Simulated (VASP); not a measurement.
# GaP: single point with r2SCAN

The system is GaP.

```xyz
2
Lattice="0.0000 2.7611 2.7611 2.7611 0.0000 2.7611 2.7611 2.7611 0.0000" Properties=species:S:1:pos:R:3 pbc="T T T"
Ga    0.0000    0.0000    0.0000
P     1.3806    1.3806    1.3806
```

- Program: VASP 6.6.1
- Task: single point
- Functional: r2SCAN
- Potentials or basis: VASP PAW PBE potentials, release 64 (Ga_d, P)
- Cutoff: 520 eV
- k mesh: 6 × 6 × 6
- Occupations: gaussian, width 0.01 eV
- Spin: no spin polarisation

* Pressure: -3.2 GPa
* Band gap on the k mesh: 1.91 eV, indirect (least direct gap 2.00 eV)

Levels at points of the mesh, in eV from the valence-band top:
```tsv
k point	band 6	band 7	band 8	band 9	band 10	band 11	band 12	band 13
(0.00, 0.00, 0.00)	-12.72	0.00	0.00	0.00	2.00	4.20	4.20	4.20
(0.50, 0.00, 0.00)	-10.69	-6.62	-1.11	-1.11	1.91	5.06	5.06	8.73
(0.50, 0.50, 0.00)	-9.81	-6.77	-2.66	-2.66	1.99	2.13	11.04	11.04
```

Run time: 38 s on 1 thread of Intel(R) Xeon(R) Platinum 8375C CPU @ 2.90GHz (Ice Lake) (shared host), peak memory 0.17 GiB.

Caveat: the PAW data sets were made with another functional, which shifts forces and pressure a little. r2SCAN opens gaps a little over a GGA but as a rule still falls short of measured ones.
